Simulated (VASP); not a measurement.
# FeO (Fm-3m) in VASP: further runs

FeO is run at these levels: PBEsol+U; tasks: single point.

All numbers are computed with VASP 6.6.1; they aren't measurements. Logs are shortened: lines on timing, memory, paths and dates and some standing lists are left out, and cuts for length are marked.

### 1 The cell of the first run

It takes space group Fm-3m (No. 225, cubic). The conventional cell has a = 4.311 Å, b = 4.311 Å, c = 4.311 Å, α = 90.00°, β = 90.00°, γ = 90.00°. Within 2.9 Å of Fe (site symmetry m-3m) lie 6 O at 2.16 Å. Within 2.9 Å of O (site symmetry m-3m) lie 6 Fe at 2.16 Å.

### 2 Single point, PBEsol+U, collinear spin, ferromagnetic start

Contents of INCAR:

```
SYSTEM = FeO
ALGO = Normal
EDIFF = 1E-6
ENCUT = 520
GGA = PS
ISIF = 2
ISMEAR = 0
ISPIN = 2
LASPH = .TRUE.
LCHARG = .FALSE.
LDAU = .TRUE.
LDAUJ = 0 0
LDAUL = 2 -1
LDAUPRINT = 1
LDAUTYPE = 2
LDAUU = 5 0
LMAXMIX = 4
LORBIT = 11
LREAL = .FALSE.
LWAVE = .FALSE.
MAGMOM = 4 0
NBANDS = 18
NELM = 150
PREC = Accurate
SIGMA = 0.05
```

Contents of KPOINTS:

```
k-points
0
G
  8 8 8
  0 0 0
```

Contents of POSCAR:

```
FeO
1.0
    0.0000000000      2.1554001600      2.1554001600
    2.1554001600      0.0000000000      2.1554001600
    2.1554001600      2.1554001600      0.0000000000
Fe O
1 1
Direct
    0.0000000000      0.0000000000      0.0000000000
    0.5000000000      0.5000000000      0.5000000000
```

Potentials or basis: VASP PAW PBE potentials, release 64 (Fe, O).

On the command line:

```bash
> cat potpaw_PBE.64/Fe/POTCAR potpaw_PBE.64/O/POTCAR > POTCAR
> mpirun -np 1 vasp_std > vasp.out
```

OUTCAR:

```text
SYSTEM = FeO
   EDIFF = 1E-6
   ENCUT = 520
   GGA = PS
   ISIF = 2
   ISMEAR = 0
   ISPIN = 2
   LASPH = .TRUE.
   LORBIT = 11
   LREAL = .FALSE.
   NELM = 150
   PREC = Accurate

 ion  position               nearest neighbor table
   1  0.000  0.000  0.000-   2 2.16   2 2.16   2 2.16   2 2.16   2 2.16   2 2.16
   2  0.500  0.500  0.500-   1 2.16   1 2.16   1 2.16   1 2.16   1 2.16   1 2.16

  LATTYP: Found a face centered cubic cell.
 ALAT       =     4.3108003200

  Lattice vectors:

 A1 = (   0.0000000000,   2.1554001600,   2.1554001600)
 A2 = (   2.1554001600,   0.0000000000,   2.1554001600)
 A3 = (   2.1554001600,   2.1554001600,   0.0000000000)

Analysis of symmetry for initial positions (statically):
=====================================================================
 Subroutine PRICEL returns:
 Original cell was already a primitive cell.

 Routine SETGRP: Setting up the symmetry group for a
 face centered cubic supercell.

 Subroutine GETGRP returns: Found 48 space group operations
 (whereof 48 operations were pure point group operations)
 out of a pool of 48 trial point group operations.

The static configuration has the point symmetry O_h .

Analysis of symmetry for dynamics (positions and initial velocities):
=====================================================================
 Subroutine PRICEL returns:
 Original cell was already a primitive cell.

 Routine SETGRP: Setting up the symmetry group for a
 face centered cubic supercell.

 Subroutine GETGRP returns: Found 48 space group operations
 (whereof 48 operations were pure point group operations)
 out of a pool of 48 trial point group operations.

The dynamic configuration has the point symmetry O_h .

Analysis of structural, dynamic, and magnetic symmetry:
=====================================================================
 Subroutine PRICEL returns:
 Original cell was already a primitive cell.

 Routine SETGRP: Setting up the symmetry group for a
[... 172 lines left out ...]
  o =  0.3112  v =  0.0000  0.0000  0.0000  0.0000  0.0000  0.0000  0.6667  0.0000 -0.7454  0.0000      0.0000  0.0000  0.0000  0.0000  0.0000  0.0000  0.0000  0.0000  0.0000  0.0000
  o =  0.3112  v =  0.0000  0.0000  0.0000  0.0000  0.0000  0.0000  0.7454  0.0000  0.6667 -0.0000      0.0000  0.0000  0.0000  0.0000  0.0000  0.0000  0.0000  0.0000  0.0000  0.0000
  o =  0.3112  v =  0.0000  0.0000  0.0000  0.0000  0.0000  1.0000  0.0000  0.0000  0.0000  0.0000      0.0000  0.0000  0.0000  0.0000  0.0000  0.0000  0.0000  0.0000  0.0000  0.0000
  o =  0.9715  v =  0.0000 -0.9999 -0.0000  0.0119 -0.0000  0.0000  0.0000  0.0000  0.0000  0.0000      0.0000  0.0000  0.0000  0.0000  0.0000  0.0000  0.0000  0.0000  0.0000  0.0000
  o =  0.9715  v =  0.0000 -0.0119  0.0000 -0.9999 -0.0000  0.0000  0.0000  0.0000  0.0000  0.0000      0.0000  0.0000  0.0000  0.0000  0.0000  0.0000  0.0000  0.0000  0.0000  0.0000
  o =  0.9715  v =  1.0000  0.0000  0.0000  0.0000  0.0000  0.0000  0.0000  0.0000  0.0000  0.0000      0.0000  0.0000  0.0000  0.0000  0.0000  0.0000  0.0000  0.0000  0.0000  0.0000
  o =  1.0224  v =  0.0000 -0.0000 -0.0277 -0.0000  0.9996  0.0000  0.0000  0.0000  0.0000  0.0000      0.0000  0.0000  0.0000  0.0000  0.0000  0.0000  0.0000  0.0000  0.0000  0.0000
  o =  1.0224  v =  0.0000  0.0000 -0.9996 -0.0000 -0.0277  0.0000  0.0000  0.0000  0.0000  0.0000      0.0000  0.0000  0.0000  0.0000  0.0000  0.0000  0.0000  0.0000  0.0000  0.0000

 number of electron      13.9999999 magnetization       4.0038638

 Free energy of the ion-electron system (eV)
  ---------------------------------------------------
  ext. energy  EPLUGINS =         0.00000000
  ---------------------------------------------------
  free energy    TOTEN  =       -13.40963844 eV

  energy without entropy =      -13.40825832  energy(sigma->0) =      -13.40894838

 E-fermi :   6.7377     XC(G=0): -12.3984

 val. band max:        6.7085401701   @ k =  -0.3750   0.2500   0.0000
 cond. band min:       6.7840677045   @ k =   0.2500   0.1250   0.0000
 fundamental gap:      0.0755275344
 Fermi energy:         6.7377077764

 spin component 1

 k-point     1 :       0.0000    0.0000    0.0000
  band No.  band energies     occupation
      1     -14.3694      1.00000
      2      -0.4897      1.00000
      3      -0.4897      1.00000
      4      -0.3485      1.00000
      5      -0.3485      1.00000
      6      -0.3485      1.00000
[... 1001 lines left out ...]
     17      33.0145      0.00000
     18      35.1293      0.00000

 [... further k-points ...]

------------------------ aborting loop because EDIFF is reached ----------------------------------------

  FORCE on cell =-STRESS in cart. coord.  units (eV):
  Direction    XX          YY          ZZ          XY          YZ          ZX
  --------------------------------------------------------------------------------------
  -------------------------------------------------------------------------------------
  Total       -1.1022506     -1.1022506     -1.1022506      0.0000000      0.0000000     -0.0000000
  in kB      -88.1814391    -88.1814391    -88.1814391      0.0000000      0.0000000     -0.0000000
  external PRESSURE =     -88.1814391 kB  Pullay stress =       0.0000000 kB

 VOLUME and BASIS-vectors are now :
 -----------------------------------------------------------------------------
  energy-cutoff  :      520.00
  volume of cell :       20.03
      direct lattice vectors                 reciprocal lattice vectors
     0.000000000  2.155400160  2.155400160    -0.231975486  0.231975486  0.231975486
     2.155400160  0.000000000  2.155400160     0.231975486 -0.231975486  0.231975486
     2.155400160  2.155400160  0.000000000     0.231975486  0.231975486 -0.231975486

 POSITION                                       TOTAL-FORCE (eV/Angst)
 -----------------------------------------------------------------------------------
      0.00000      0.00000      0.00000        -0.000000     -0.000000     -0.000000
      2.15540      2.15540      2.15540         0.000000      0.000000      0.000000
 -----------------------------------------------------------------------------------
    total drift:                                0.000000     -0.000000      0.000000

  FREE ENERGIE OF THE ION-ELECTRON SYSTEM (eV)
  ---------------------------------------------------
  free  energy   TOTEN  =       -13.4096384405 eV

  energy  without entropy=      -13.4082583175  energy(sigma->0) =      -13.40894838

 total charge

# of ion       s       p       d       tot
------------------------------------------
    1        0.299   0.374   6.078   6.752
    2        1.547   3.441   0.000   4.988
--------------------------------------------------
tot          1.846   3.815   6.078  11.739

 magnetization (x)

# of ion       s       p       d       tot
------------------------------------------
    1        0.026   0.020   3.811   3.856
    2        0.020   0.164   0.000   0.184
--------------------------------------------------
tot          0.046   0.184   3.811   4.040
```

OSZICAR:

```text
N       E                     dE             d eps       ncg     rms          rms(c)
DAV:   1     0.685013301795E+02    0.68501E+02   -0.72208E+03  2248   0.945E+02
DAV:   2    -0.112592604263E+02   -0.79761E+02   -0.67695E+02  2128   0.202E+02
DAV:   3    -0.159481939053E+02   -0.46889E+01   -0.46350E+01  2420   0.524E+01
DAV:   4    -0.159816558357E+02   -0.33462E-01   -0.33449E-01  2554   0.421E+00
DAV:   5    -0.159818211864E+02   -0.16535E-03   -0.16535E-03  2460   0.305E-01    0.170E+01
DAV:   6    -0.136665548106E+02    0.23153E+01   -0.13870E+01  2710   0.619E+01    0.247E+01
DAV:   7    -0.134356575560E+02    0.23090E+00   -0.12469E+00  2386   0.227E+01    0.119E+01
DAV:   8    -0.134239791225E+02    0.11678E-01   -0.17492E-01  2628   0.388E+00    0.608E+00
DAV:   9    -0.134094398738E+02    0.14539E-01   -0.18199E-02  2344   0.132E+00    0.930E-01
DAV:  10    -0.134094591305E+02   -0.19257E-04   -0.40692E-03  2678   0.701E-01    0.100E-01
DAV:  11    -0.134095856255E+02   -0.12650E-03   -0.30355E-04  2434   0.167E-01    0.745E-02
DAV:  12    -0.134096271430E+02   -0.41518E-04   -0.14227E-05  2402   0.433E-02    0.229E-02
DAV:  13    -0.134096378520E+02   -0.10709E-04   -0.68686E-06  2504   0.259E-02    0.841E-03
DAV:  14    -0.134096384405E+02   -0.58845E-06   -0.10341E-06  1736   0.849E-03
   1 F= -.13409638E+02 E0= -.13408948E+02  d E =-.138012E-02  mag=     4.0039
```

stdout:

```text
POSCAR found type information on POSCAR FeO
 POSCAR found :  2 types and       2 ions
 scaLAPACK will be used
 -----------------------------------------------------------------------------
|                                                                             |
|                                                                             |
|     You enforced a specific xc type in the INCAR file but a different       |
|     I HOPE YOU KNOW WHAT YOU ARE DOING!                                     |
|                                                                             |
 -----------------------------------------------------------------------------

 LDA part: xc-table for (Slater+PW92), standard interpolation
 POSCAR, INCAR and KPOINTS ok, starting setup
 FFT: planning ... GRIDC
 FFT: planning ... GRID_SOFT
 FFT: planning ... GRID
 WAVECAR not read
 entering main loop
```

Wall time 14 s (1 thread of Intel Xeon 6975P-C, shared host); peak memory 0.15 GiB.

What came out:

```yaml
Free_energy: -13.4096 eV
Pressure: -8.8 GPa
Band_gap_on_the_k_mesh: zero (filled and empty bands overlap)
Net_moment: 4.00 μB per cell
Site_moments: Fe +3.86; O +0.18 μB
Valence_electrons_inside_the_program's_atomic_spheres: Fe 6.75; O 4.99
```

Eigenvalues of the final occupation matrices:
```
    site  spin  trace               eigenvalues
site 1 d     1   4.96  0.97 0.97 0.97 1.02 1.02
site 1 d     2   1.14  0.10 0.10 0.31 0.31 0.31
```

Caveat: the PAW data sets were made with another functional, which shifts forces and pressure a little; a cell with one magnetic atom can't hold antiferromagnetic order, which such compounds often take.

### 3 Single point, PBEsol+U, collinear spin, ferromagnetic start

Contents of INCAR:

```
PREC = Accurate ; ENCUT = 520
EDIFF = 1E-6 ; ISMEAR = 0
SIGMA = 0.05 ; LREAL = F
LASPH = T ; NELM = 150
ALGO = Normal ; ISIF = 2
LWAVE = F ; LCHARG = T
ISPIN = 2 ; MAGMOM = 3.82 0.21
LORBIT = 11 ; LMAXMIX = 4
LDAU = T ; LDAUTYPE = 2
LDAUL = 2 -1 ; LDAUU = 5 0
LDAUJ = 0 0 ; LDAUPRINT = 1
GGA = PS ; LELF = T
LVHAR = T ; NBANDS = 18
```

Contents of KPOINTS:

```
regular mesh
0
Gamma
  8 8 8
```

POSCAR is that of step 2.

Potentials or basis: VASP PAW PBE potentials, release 64 (Fe, O).

On the command line:

```bash
> cat potpaw_PBE.64/Fe/POTCAR potpaw_PBE.64/O/POTCAR > POTCAR
> mpirun -np 1 vasp_std > vasp.out
```

Wall time 18 s (1 thread of Intel Xeon 6975P-C, shared host); peak memory 0.15 GiB.

The run converged. Its results:

| Property | Result |
| --- | --- |
| Free energy | -13.4096 eV |
| Pressure | -8.8 GPa |
| Band gap on the k mesh | zero (filled and empty bands overlap) |
| Net moment | 4.00 μB per cell |
| Site moments | Fe +3.86; O +0.18 μB |
| Valence electrons inside the program's atomic spheres | Fe 6.75; O 4.99 |

Levels at points of the mesh, in eV from the Fermi level:
Spin up:
| k point | band 6 | band 7 | band 8 | band 9 | band 10 | band 11 | band 12 | band 13 |
| --- | --- | --- | --- | --- | --- | --- | --- | --- |
| (0.00, 0.00, 0.00) | -7.09 | -4.21 | -4.21 | -4.21 | -0.59 | 14.47 | 14.47 | 14.47 |
| (0.50, 0.00, 0.00) | -6.40 | -5.17 | -2.19 | -2.19 | 3.33 | 7.73 | 11.69 | 11.69 |
| (0.50, 0.50, 0.00) | -6.13 | -6.13 | -5.43 | -5.43 | 4.40 | 8.15 | 8.52 | 13.97 |
Spin down:
```csv
k point,band 1,band 2,band 3,band 4,band 5,band 6,band 7,band 8,band 9,band 10
"(0.00, 0.00, 0.00)",-20.74,-3.83,-3.83,-3.83,-0.75,-0.75,-0.75,0.13,1.16,1.16
"(0.50, 0.00, 0.00)",-19.51,-8.61,-5.33,-5.33,0.44,0.44,0.54,3.46,3.46,3.74
"(0.50, 0.50, 0.00)",-19.40,-7.56,-5.04,-5.04,-2.23,0.78,0.78,1.75,2.05,5.87
```

Eigenvalues of the final occupation matrices:
| site | spin | trace | eigenvalues |
| --- | --- | --- | --- |
| site 1 d | 1 | 4.96 | 0.97 0.97 0.97 1.02 1.02 |
| site 1 d | 2 | 1.14 | 0.10 0.10 0.31 0.31 0.31 |

Caveat: the PAW data sets were made with another functional, which shifts forces and pressure a little; a cell with one magnetic atom can't hold antiferromagnetic order, which such compounds often take. The state reached can hang on the start; a lower one may exist.

### 4 Single point, PBEsol+U, collinear spin, ferromagnetic start

Contents of INCAR:

```
SYSTEM = FeO
  ALGO = Normal
  EDIFF = 1E-6
  ENCUT = 520
  GGA = PS
  ISIF = 2
  ISMEAR = 0
  ISPIN = 2
  LASPH = .True.
  LCHARG = .False.
  LDAU = .True.
  LDAUJ = 0 0
  LDAUL = 2 -1
  LDAUPRINT = 1
  LDAUTYPE = 2
  LDAUU = 5 0
  LMAXMIX = 4
  LORBIT = 11
  LREAL = .False.
  LWAVE = .False.
  MAGMOM = 3.82 0.21
  NBANDS = 18
  NELM = 150
  PREC = Accurate
  SIGMA = 0.05
```

Contents of KPOINTS:

```
k-points
0
Gamma
  8 8 8
  0 0 0
```

POSCAR is that of step 3.

On the command line:

```bash
> cat potpaw_PBE.64/Fe/POTCAR potpaw_PBE.64/O/POTCAR > POTCAR
> mpirun -np 1 vasp_std > vasp.out
```

Wall time 17 s (1 thread of Intel Xeon 6975P-C, shared host); peak memory 0.16 GiB.

It converged, with:

```yaml
Free_energy: -13.4096 eV
Pressure: -8.8 GPa
Band_gap_on_the_k_mesh: zero (filled and empty bands overlap)
Net_moment: 4.00 μB per cell
Site_moments: Fe +3.86; O +0.18 μB
Valence_electrons_inside_the_program's_atomic_spheres: Fe 6.75; O 4.99
```

Levels at points of the mesh, in eV from the Fermi level:
Spin up:
```csv
k point,band 7,band 8,band 9,band 10,band 11,band 12
"(0.00, 0.00, 0.00)",-4.21,-4.21,-4.21,-0.59,14.47,14.47
"(0.50, 0.00, 0.00)",-5.17,-2.19,-2.19,3.33,7.73,11.69
"(0.50, 0.50, 0.00)",-6.13,-5.43,-5.43,4.40,8.15,8.52
```
Spin down:
| k point | band 1 | band 2 | band 3 | band 4 | band 5 | band 6 | band 7 | band 8 | band 9 | band 10 |
| --- | --- | --- | --- | --- | --- | --- | --- | --- | --- | --- |
| (0.00, 0.00, 0.00) | -20.74 | -3.83 | -3.83 | -3.83 | -0.75 | -0.75 | -0.75 | 0.13 | 1.16 | 1.16 |
| (0.50, 0.00, 0.00) | -19.51 | -8.61 | -5.33 | -5.33 | 0.44 | 0.44 | 0.54 | 3.46 | 3.46 | 3.74 |
| (0.50, 0.50, 0.00) | -19.40 | -7.56 | -5.04 | -5.04 | -2.23 | 0.78 | 0.78 | 1.75 | 2.05 | 5.87 |

Eigenvalues of the final occupation matrices:
```csv
site,spin,trace,eigenvalues
site 1 d,1,4.96,0.97 0.97 0.97 1.02 1.02
site 1 d,2,1.14,0.10 0.10 0.31 0.31 0.31
```

Caveat: the PAW data sets were made with another functional, which shifts forces and pressure a little; a cell with one magnetic atom can't hold antiferromagnetic order, which such compounds often take. The state reached can hang on the start; a lower one may exist.

### 5 Single point, PBEsol+U, collinear spin, ferromagnetic start

Contents of INCAR:

```
SYSTEM = FeO
PREC = Accurate
ENCUT = 520
EDIFF = 1E-7
ISMEAR = 0
SIGMA = 0.05
LREAL = .FALSE.
LASPH = .TRUE.
NELM = 150
ALGO = Normal
ISIF = 2
LWAVE = .FALSE.
LCHARG = .FALSE.
ISPIN = 2
MAGMOM = 3.84 0.21
LORBIT = 11
LMAXMIX = 4
LDAU = .TRUE.
LDAUTYPE = 2
LDAUL = 2 -1
LDAUU = 5 0
LDAUJ = 0 0
LDAUPRINT = 1
GGA = PS
NBANDS = 18
```

Contents of KPOINTS:

```
regular mesh
0
G
  8 8 8
  0 0 0
```

POSCAR is that of step 4.

On the command line:

```bash
> cat potpaw_PBE.64/Fe/POTCAR potpaw_PBE.64/O/POTCAR > POTCAR
> mpirun -np 1 vasp_std > vasp.out
```

It took 18 s on 1 thread of Intel Xeon 6975P-C, shared host; peak memory 0.16 GiB.

It converged, with:

* Free energy: -13.4096 eV
* Pressure: -8.8 GPa
* Band gap on the k mesh: zero (filled and empty bands overlap)
* Net moment: 4.00 μB per cell
* Site moments: Fe +3.86; O +0.18 μB
* Valence electrons inside the program's atomic spheres: Fe 6.75; O 4.99

Levels at points of the mesh, in eV from the Fermi level:
Spin up:
```tsv
k point	band 6	band 7	band 8	band 9	band 10	band 11	band 12	band 13
(0.00, 0.00, 0.00)	-7.09	-4.21	-4.21	-4.21	-0.59	14.47	14.47	14.47
(0.50, 0.00, 0.00)	-6.40	-5.17	-2.19	-2.19	3.33	7.73	11.69	11.69
(0.50, 0.50, 0.00)	-6.13	-6.13	-5.43	-5.43	4.40	8.15	8.52	13.97
```
Spin down:
```csv
k point,band 2,band 3,band 4,band 5,band 6,band 7,band 8,band 9
"(0.00, 0.00, 0.00)",-3.83,-3.83,-3.83,-0.75,-0.75,-0.75,0.13,1.16
"(0.50, 0.00, 0.00)",-8.61,-5.33,-5.33,0.44,0.44,0.54,3.46,3.46
"(0.50, 0.50, 0.00)",-7.56,-5.04,-5.04,-2.23,0.78,0.78,1.75,2.05
```

Eigenvalues of the final occupation matrices:
```
    site  spin  trace               eigenvalues
site 1 d     1   4.96  0.97 0.97 0.97 1.02 1.02
site 1 d     2   1.14  0.10 0.10 0.31 0.31 0.31
```

Caveat: the PAW data sets were made with another functional, which shifts forces and pressure a little; a cell with one magnetic atom can't hold antiferromagnetic order, which such compounds often take. The state reached can hang on the start; a lower one may exist.
